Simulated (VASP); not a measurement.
# Y2SiSe (P-6m2) in VASP: single point with PBE

Aim: the single point of Y2SiSe with PBE.

All numbers are computed with VASP 6.6.1; they aren't measurements. Logs are shortened: lines on timing, memory, paths and dates and some standing lists are left out, and cuts for length are marked.

**1. The cell of the first run**

Symmetry: P-6m2, No. 187, hexagonal system. The conventional cell has a = 3.858 Å, b = 3.858 Å, c = 7.080 Å, α = 90.00°, β = 90.00°, γ = 120.00°. Within 3.8 Å of Y (site symmetry 3m) lie 3 Si at 2.85 Å and 3 Se at 2.85 Å and 2 Y at 3.51 to 3.57 Å. Within 2.9 Å of Si (site symmetry -6m2) lie 3 Se at 2.23 Å and 6 Y at 2.85 Å. Within 2.9 Å of Se (site symmetry -6m2) lie 3 Si at 2.23 Å and 6 Y at 2.85 Å.

**2. Single point, PBE**

File INCAR:

```
  PREC = Accurate
  ENCUT = 520
  EDIFF = 1E-7
  ISMEAR = 0
  SIGMA = 0.1
  LREAL = False
  LASPH = True
  NELM = 80
  ALGO = Normal
  ISIF = 2
  LWAVE = False
  LCHARG = False
  GGA = PE
  NBANDS = 24
```

File KPOINTS:

```
regular mesh
0
Gamma
  6 6 4
```

File POSCAR:

```
Y2SiSe
1.0
    3.8576137900      0.0000000000      0.0000000000
   -1.9288069000      3.3407915400      0.0000000000
    0.0000000000      0.0000000000      7.0802003500
Y Si Se
2 1 1
Direct
    0.3333333300      0.6666666700      0.2479508100
    0.3333333300      0.6666666700      0.7520491900
    0.6666666700      0.3333333300      0.5000000000
    0.0000000000      0.0000000000      0.5000000000
```

Potentials or basis: VASP PAW PBE potentials, release 64 (Y_sv, Si, Se).

On the command line:

```
cat potpaw_PBE.64/Y_sv/POTCAR potpaw_PBE.64/Si/POTCAR potpaw_PBE.64/Se/POTCAR > POTCAR
mpirun -np 1 vasp_std > vasp.out
```

OUTCAR:

```text
PREC = Accurate
   ENCUT = 520
   EDIFF = 1E-7
   ISMEAR = 0
   LREAL = False
   LASPH = True
   NELM = 80
   ISIF = 2
   GGA = PE

 ion  position               nearest neighbor table
   1  0.333  0.667  0.248-   3 2.85   3 2.85   4 2.85   4 2.85   4 2.85   3 2.85   2 3.51   2 3.57

   2  0.333  0.667  0.752-   3 2.85   3 2.85   4 2.85   4 2.85   4 2.85   3 2.85   1 3.51   1 3.57

   3  0.667  0.333  0.500-   4 2.23   4 2.23   4 2.23   2 2.85   1 2.85   2 2.85   1 2.85   1 2.85
                             2 2.85
   4  0.000  0.000  0.500-   3 2.23   3 2.23   3 2.23   1 2.85   2 2.85   1 2.85   2 2.85   1 2.85
                             2 2.85

  LATTYP: Found a hexagonal cell.
 ALAT       =     3.8576137900
 C/A-ratio  =     1.8353834094

  Lattice vectors:

 A1 = (   3.8576137900,   0.0000000000,   0.0000000000)
 A2 = (  -1.9288069000,   3.3407915400,   0.0000000000)
 A3 = (   0.0000000000,   0.0000000000,   7.0802003500)

Analysis of symmetry for initial positions (statically):
=====================================================================
 Subroutine PRICEL returns:
 Original cell was already a primitive cell.

 Routine SETGRP: Setting up the symmetry group for a
 hexagonal supercell.

 Subroutine GETGRP returns: Found 12 space group operations
 (whereof 12 operations were pure point group operations)
 out of a pool of 24 trial point group operations.

The static configuration has the point symmetry D_3h.

Analysis of symmetry for dynamics (positions and initial velocities):
=====================================================================
 Subroutine PRICEL returns:
 Original cell was already a primitive cell.

 Routine SETGRP: Setting up the symmetry group for a
 hexagonal supercell.

 Subroutine GETGRP returns: Found 12 space group operations
 (whereof 12 operations were pure point group operations)
 out of a pool of 24 trial point group operations.

The dynamic configuration has the point symmetry D_3h.

 Subroutine INISYM returns: Found 12 space group operations
 (whereof 12 operations are pure point group operations),
 and found     1 'primitive' translations

----------------------------------------------------------------------------------------

                                     Primitive cell

  volume of cell :      91.2460

  direct lattice vectors                    reciprocal lattice vectors
     3.857613790  0.000000000  0.000000000     0.259227609  0.149665130  0.000000000
    -1.928806900  3.340791540  0.000000000     0.000000000  0.299330260  0.000000000
     0.000000000  0.000000000  7.080200350     0.000000000  0.000000000  0.141238941

  length of vectors
     3.857613790  3.857613792  7.080200350     0.299330260  0.299330260  0.141238941

  position of ions in fractional coordinates (direct lattice)
     0.333333330  0.666666670  0.247950810
     0.333333330  0.666666670  0.752049190
     0.666666670  0.333333330  0.500000000
     0.000000000  0.000000000  0.500000000

  ion indices of the primitive-cell ions
   primitive index   ion index
                 1           1
                 2           2
                 3           3
                 4           4

----------------------------------------------------------------------------------------

 KPOINTS: regular mesh

Automatic generation of k-mesh.
 Grid dimensions read from file:
 generate k-points for:    6    6    4

 Generating k-lattice:

  Cartesian coordinates                     Fractional coordinates (reciprocal lattice)
     0.043204602  0.024944188  0.000000000     0.166666667  0.000000000  0.000000000
     0.000000000  0.049888377  0.000000000     0.000000000  0.166666667  0.000000000
     0.000000000  0.000000000  0.035309735     0.000000000  0.000000000  0.250000000

  Length of vectors
     0.049888377  0.049888377  0.035309735

  Shift w.r.t. Gamma in fractional coordinates (k-lattice)
     0.000000000  0.000000000  0.000000000

 Subroutine IBZKPT returns following result:
 ===========================================

 Found     21 irreducible k-points:

 Following reciprocal coordinates:
            Coordinates               Weight
  0.000000  0.000000  0.000000      1.000000
  0.166667 -0.000000  0.000000      6.000000
  0.333333 -0.000000  0.000000      6.000000
  0.500000  0.000000  0.000000      3.000000
  0.166667  0.166667  0.000000      6.000000
  0.333333  0.166667  0.000000     12.000000
[... 13 lines left out ...]
  0.333333  0.166667  0.500000     12.000000
  0.333333  0.333333  0.500000      2.000000
   k-points           NKPTS =     21   k-points in BZ     NKDIM =     21   number of bands    NBANDS=     24
   number of dos      NEDOS =    301   number of ions     NIONS =      4
   total plane-waves  NPLWV =  48600
   dimension x,y,z NGX =    30 NGY =   30 NGZ =   54
   dimension x,y,z NGXF=    60 NGYF=   60 NGZF=  108
   ions per type =               2   1   1
   NGX,Y,Z   is equivalent  to a cutoff of  12.93, 12.93, 12.68 a.u.
   NGXF,Y,Z  is equivalent  to a cutoff of  25.86, 25.86, 25.36 a.u.
 SYSTEM =  unknown system
   PREC   = accura    normal or accurate (medium, high low for compatibility)
   ISTART =      0    job   : 0-new  1-cont  2-samecut
   ICHARG =      2    charge: 1-file 2-atom 10-const
   ISPIN  =      1    spin polarized calculation?
   LNONCOLLINEAR =      F non collinear calculations
   LSORBIT =      F    spin-orbit coupling
   LASPH  =      T    aspherical Exc in radial PAW
   ENCUT  =  520.0 eV  38.22 Ry    6.18 a.u.   7.17  7.17 13.16*2*pi/ulx,y,z
   NELM   =     80;   NELMIN=  2; NELMDL= -5     # of ELM steps
   EDIFF  = 0.1E-06   stopping-criterion for ELM
   LREAL  =      F    real-space projection
   EDIFFG = 0.1E-05   stopping-criterion for IOM
   NSW    =      0    number of steps for IOM
   IBRION =     -1    ionic relax: 0-MD 1-quasi-New 2-CG
   NFREE  =      0    steps in history (QN), initial steepest desc. (CG)
   ISIF   =      2    stress and relaxation
   ISYM   =      2    0-nonsym 1-usesym 2-fastsym
   POTIM  = 0.5000    time-step for ionic-motion
   TEBEG  =    0.0;   TEEND  =   0.0 temperature during run
   PSTRESS=    0.0 pullay stress
   NELECT =      32.0000    total number of electrons
   NUPDOWN=      -1.0000    fix difference up-down
   EMIN   =  10.00;   EMAX   =-10.00  energy-range for DOS
   EFERMI =   0.00;   METHOD = LEGACY
   ISMEAR =     0;   SIGMA  =   0.10  broadening in eV -4-tet -1-fermi 0-gaus
   EFERMI_NEDOS =   21; number of points for ismear=-14 and -15
   IALGO  =     38    algorithm
   IMIX   =      4    mixing-type and parameters
     AMIX     =   0.40;   BMIX     =  1.00
     AMIX_MAG =   1.60;   BMIX_MAG =  1.00
  volume/ion in A,a.u.               =      22.81       153.94
  Fermi-wavevector in a.u.,A,eV,Ry     =   1.154481  2.181653 18.134216  1.332827
  Thomas-Fermi vector in A             =   2.291117
   LORBIT       =      0    0 simple, 1 ext, 2 COOP (PROOUT), +10 PAW based schemes
   GGA     = PE    functional components
   LHFCALC =     F    Hartree Fock is set to
   AEXX    =    0.0000 exact exchange contribution
   IVDW    =     0    specifies the selected vdW correction
   LEPSILON=     F    determine dielectric tensor
   LRPA    =     F    only Hartree local field effects (RPA)
 non-spin polarized calculation
 Gauss-broadening in eV      SIGMA  =   0.10
  energy-cutoff  :      520.00
  volume of cell :       91.25
 maximum number of plane-waves:      2487
 NGX is ok and might be reduce to    30
   NGX = 15   NGY = 15   NGZ = 27

 number of electron      31.9999999 magnetization

 Free energy of the ion-electron system (eV)
  ---------------------------------------------------
  ext. energy  EPLUGINS =         0.00000000
  ---------------------------------------------------
  free energy    TOTEN  =       -21.26269604 eV

  energy without entropy =      -21.25286444  energy(sigma->0) =      -21.25778024

 E-fermi :   5.7346     XC(G=0): -10.0394

 val. band max:        5.7005575659   @ k =   0.3333   0.3333   0.5000
 cond. band min:       5.7723391009   @ k =   0.3333   0.3333   0.0000
 fundamental gap:      0.0717815350
 Fermi energy:         5.7345579614

 k-point     1 :       0.0000    0.0000    0.0000
  band No.  band energies     occupation
      1     -37.2361      2.00000
      2     -37.2058      2.00000
      3     -17.7164      2.00000
      4     -17.2030      2.00000
      5     -17.2030      2.00000
      6     -17.1611      2.00000
[... 16 lines left out ...]
     23       8.7040      0.00000
     24       8.8037      0.00000

 k-point     2 :       0.1667   -0.0000    0.0000
  band No.  band energies     occupation
      1     -37.2309      2.00000
      2     -37.2011      2.00000
      3     -17.6828      2.00000
      4     -17.2846      2.00000
      5     -17.2264      2.00000
      6     -17.2206      2.00000
[... 16 lines left out ...]
     23       8.8013      0.00000
     24       9.0612      0.00000

 k-point     3 :       0.3333   -0.0000    0.0000
  band No.  band energies     occupation
      1     -37.2205      2.00000
      2     -37.1916      2.00000
      3     -17.6131      2.00000
      4     -17.4417      2.00000
      5     -17.3531      2.00000
      6     -17.2554      2.00000
[... 16 lines left out ...]
     23       9.4603      0.00000
     24       9.4669      0.00000

 k-point     4 :       0.5000    0.0000    0.0000
  band No.  band energies     occupation
      1     -37.2153      2.00000
      2     -37.1868      2.00000
      3     -17.5685      2.00000
      4     -17.5262      2.00000
      5     -17.4149      2.00000
      6     -17.2726      2.00000
[... 16 lines left out ...]
     23       9.7174      0.00000
     24      10.0630      0.00000

 k-point     5 :       0.1667    0.1667    0.0000
  band No.  band energies     occupation
      1     -37.2231      2.00000
      2     -37.1939      2.00000
      3     -17.6306      2.00000
      4     -17.3868      2.00000
      5     -17.3096      2.00000
      6     -17.2640      2.00000
[... 16 lines left out ...]
     23       9.1624      0.00000
     24       9.6263      0.00000

 k-point     6 :       0.3333    0.1667    0.0000
  band No.  band energies     occupation
      1     -37.2153      2.00000
      2     -37.1868      2.00000
      3     -17.5646      2.00000
      4     -17.4865      2.00000
      5     -17.3820      2.00000
      6     -17.3189      2.00000
[... 16 lines left out ...]
     23       9.7967      0.00000
     24       9.8916      0.00000
[... 298 lines left out ...]
 k-point    18 :       0.5000    0.0000    0.5000
  band No.  band energies     occupation
      1     -37.2020      2.00000
      2     -37.2002      2.00000
      3     -17.5399      2.00000
      4     -17.4357      2.00000
      5     -17.3738      2.00000
      6     -17.2884      2.00000
[... 16 lines left out ...]
     23       9.3397      0.00000
     24       9.4832      0.00000

 k-point    19 :       0.1667    0.1667    0.5000
  band No.  band energies     occupation
      1     -37.2097      2.00000
      2     -37.2074      2.00000
      3     -17.5056      2.00000
      4     -17.3348      2.00000
      5     -17.3338      2.00000
      6     -17.2981      2.00000
[... 16 lines left out ...]
     23       9.4258      0.00000
     24       9.6357      0.00000

 k-point    20 :       0.3333    0.1667    0.5000
  band No.  band energies     occupation
      1     -37.2020      2.00000
      2     -37.2002      2.00000
      3     -17.5058      2.00000
      4     -17.4023      2.00000
      5     -17.3667      2.00000
      6     -17.3002      2.00000
[... 16 lines left out ...]
     23       9.7229      0.00000
     24      10.1277      0.00000

 k-point    21 :       0.3333    0.3333    0.5000
  band No.  band energies     occupation
      1     -37.1994      2.00000
      2     -37.1978      2.00000
      3     -17.4527      2.00000
      4     -17.3947      2.00000
      5     -17.3611      2.00000
      6     -17.3551      2.00000
[... 16 lines left out ...]
     23      10.2999      0.00000
     24      10.3724      0.00000

------------------------ aborting loop because EDIFF is reached ----------------------------------------

  FORCE on cell =-STRESS in cart. coord.  units (eV):
  Direction    XX          YY          ZZ          XY          YZ          ZX
  --------------------------------------------------------------------------------------
  -------------------------------------------------------------------------------------
  Total       14.8529324     14.8529324      2.5058710     -0.0000000     -0.0000000      0.0000000
  in kB      260.8009193    260.8009193     44.0002980     -0.0000004     -0.0000000      0.0000000
  external PRESSURE =     188.5340456 kB  Pullay stress =       0.0000000 kB

 VOLUME and BASIS-vectors are now :
 -----------------------------------------------------------------------------
  energy-cutoff  :      520.00
  volume of cell :       91.25
      direct lattice vectors                 reciprocal lattice vectors
     3.857613790  0.000000000  0.000000000     0.259227609  0.149665130  0.000000000
    -1.928806900  3.340791540  0.000000000     0.000000000  0.299330260  0.000000000
     0.000000000  0.000000000  7.080200350     0.000000000  0.000000000  0.141238941

 POSITION                                       TOTAL-FORCE (eV/Angst)
 -----------------------------------------------------------------------------------
     -0.00000      2.22719      1.75554         0.000000     -0.000000     -1.049274
     -0.00000      2.22719      5.32466         0.000000      0.000000      1.049274
      1.92881      1.11360      3.54010        -0.000000      0.000000      0.000000
      0.00000      0.00000      3.54010        -0.000000      0.000000      0.000000
 -----------------------------------------------------------------------------------
    total drift:                                0.000027     -0.000016     -0.000000

  FREE ENERGIE OF THE ION-ELECTRON SYSTEM (eV)
  ---------------------------------------------------
  free  energy   TOTEN  =       -21.2626960434 eV

  energy  without entropy=      -21.2528644418  energy(sigma->0) =      -21.25778024
```

Run time: 71 s. Hardware: 1 thread of AMD EPYC 7R13 (Zen 3), shared host; peak memory 0.22 GiB.

What came out:

| Property | Result |
| --- | --- |
| Free energy | -21.2627 eV |
| Pressure | 18.9 GPa |
| Largest force | 1.049 eV/Å |
| Band gap on the k mesh | zero (band 16 reaches 6.66 eV, above the bottom of band 17 at 4.26 eV) |

Forces on the atoms (eV/Å):
```
Y    0.000  0.000 -1.049
Y    0.000  0.000  1.049
Si   0.000  0.000  0.000
Se   0.000  0.000  0.000
```

Stress tensor (GPa, compression positive):
```
26.08  0.00  0.00
 0.00 26.08  0.00
 0.00  0.00  4.40
```

Caveat: forces of over 1 eV/Å act on the atoms, so gaps and moduli don't describe the material at rest.
